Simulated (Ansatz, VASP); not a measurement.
## MgCd2SO2 in VASP and in Ansatz

```
CELL_PARAMETERS angstrom
4.56142 0.00000 0.00000
0.00000 3.81003 0.00000
0.00000 0.00000 5.70580
ATOMIC_POSITIONS crystal
Mg 0.50000 0.50000 0.50000
Cd 0.00000 0.00000 0.74607
Cd 0.00000 0.00000 0.25393
S 0.50000 0.50000 0.00000
O 0.50000 0.00000 0.50000
O 0.00000 0.50000 0.00000
```

Change from the starting cell: species swapped into the LiCa2NiN2 type (Pmmm, No. 47).

Alike in both runs: functional PBE; k mesh 10 × 10 × 6; occupations gaussian, width 0.1 eV; no spin polarisation.

Ansatz relaxed the structure, and its values are those at the end. VASP's run is a single point on that final structure, the one shown.

|  | VASP | Ansatz |
| --- | --- | --- |
| version | VASP 6.6.1 | Ansatz 0.2.0 |
| potentials or method | VASP PAW PBE potentials, release 64 (Mg, Cd, S, O), cutoff 520 eV | scalar-relativistic, plane waves, PAW |
| valence electrons in the cell | 44 | 68 |

VASP gave:

```
gap on the k mesh at the Fermi level (eV) : none
pressure (GPa)                            : 0.3
rms of the force components (eV/Å)        : 0.012
```

Problem. Estimate Ansatz's values.

Solution. gap on the k mesh at the Fermi level (eV): none; pressure (GPa): 0.0; rms of the force components (eV/Å): 0.000.

A gap of «none» marks a metal or a gap that the smearing closes. VASP's potentials hold 44 valence electrons a cell and Ansatz's 68, so a difference there can come from the potentials and not from the codes.
